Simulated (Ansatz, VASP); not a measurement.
## C: VASP beside Ansatz

The input INCAR:

```
PREC = Accurate
ENCUT = 520
EDIFF = 1E-6
ISMEAR = 0
SIGMA = 0.05
LREAL = F
LASPH = T
NELM = 80
ALGO = Normal
ISIF = 2
LWAVE = F
LCHARG = F
GGA = CA
NBANDS = 26
```

The input KPOINTS:

```
Automatic mesh
0
Gamma
  12 12 4
```

The input POSCAR:

```
C
1.0
    2.4896249417      0.0000000000      0.0000000000
   -1.2448124708      2.1560784454      0.0000000000
    0.0000000000      0.0000000000      8.2142660865
C
8
Direct
    0.0000000000      0.0000000000      0.0856321665
    0.0000000000      0.0000000000      0.5856321665
    0.0000000000      0.0000000000      0.4143678335
    0.0000000000      0.0000000000      0.9143678335
    0.3333333333      0.6666666667      0.1612235000
    0.6666666667      0.3333333333      0.6612235000
    0.3333333333      0.6666666667      0.3387765000
    0.6666666667      0.3333333333      0.8387765000
```

Input for Ansatz:

```yaml
crystal:
  lattice:
    - [2.4896249417, 0.0, 0.0]
    - [-1.2448124708, 2.1560784454, 0.0]
    - [0.0, 0.0, 8.2142660865]
  atoms:
    - { symbol: C, position: [0.0, 0.0, 0.0856321665] }
    - { symbol: C, position: [0.0, 0.0, 0.5856321665] }
    - { symbol: C, position: [0.0, 0.0, 0.4143678335] }
    - { symbol: C, position: [0.0, 0.0, 0.9143678335] }
    - { symbol: C, position: [0.3333333333, 0.6666666667, 0.1612235] }
    - { symbol: C, position: [0.6666666667, 0.3333333333, 0.6612235] }
    - { symbol: C, position: [0.3333333333, 0.6666666667, 0.3387765] }
    - { symbol: C, position: [0.6666666667, 0.3333333333, 0.8387765] }
basis:
  ecutwfc: 520.0
kpoints:
  mp_grid: { grid: [12, 12, 4] }
hamiltonian:
  xc: lda
  pseudopotentials: { kind: paw, azcp: { folder: soft_1 } }
scf:
  occupations: { method: gaussian, width: 0.05 }
output:
  forces: true
  stress: true
  eigenvalues: true
```

Change from the starting cell: mode 21 frozen in at -0.060 Å, strain +e along z and -e/2 along x and y +0.0000.

Alike in both runs: task single point; functional LDA; k mesh 12 × 12 × 4; occupations gaussian, width 0.05 eV; no spin polarisation.

```csv
,VASP,Ansatz
version,VASP 6.6.1,Ansatz 0.2.0
potentials or method,"VASP PAW LDA potentials, release 64 (C), cutoff 520 eV","scalar-relativistic, plane waves, PAW"
valence electrons in the cell,32,32
```

```csv
,VASP,Ansatz,Ansatz less VASP
gap on the k mesh at the Fermi level (eV),2.96,2.97,+0.014
least direct gap on the mesh (eV),3.46,3.46,-0.001
pressure (GPa),5.9,4.2,-1.64
"traceless stress, the component that is largest in VASP (GPa)",11.68,11.21,-0.468
rms of the force components (eV/Å),2.854,2.843,-0.0106
```

Ansatz warns that its potentials were made for another functional, while VASP's fit it. LDA's correlation is that of Perdew and Zunger in VASP and of Perdew and Wang (1992) in Ansatz. Atom by atom the forces differ by 0.011 eV/Å (rms over components).
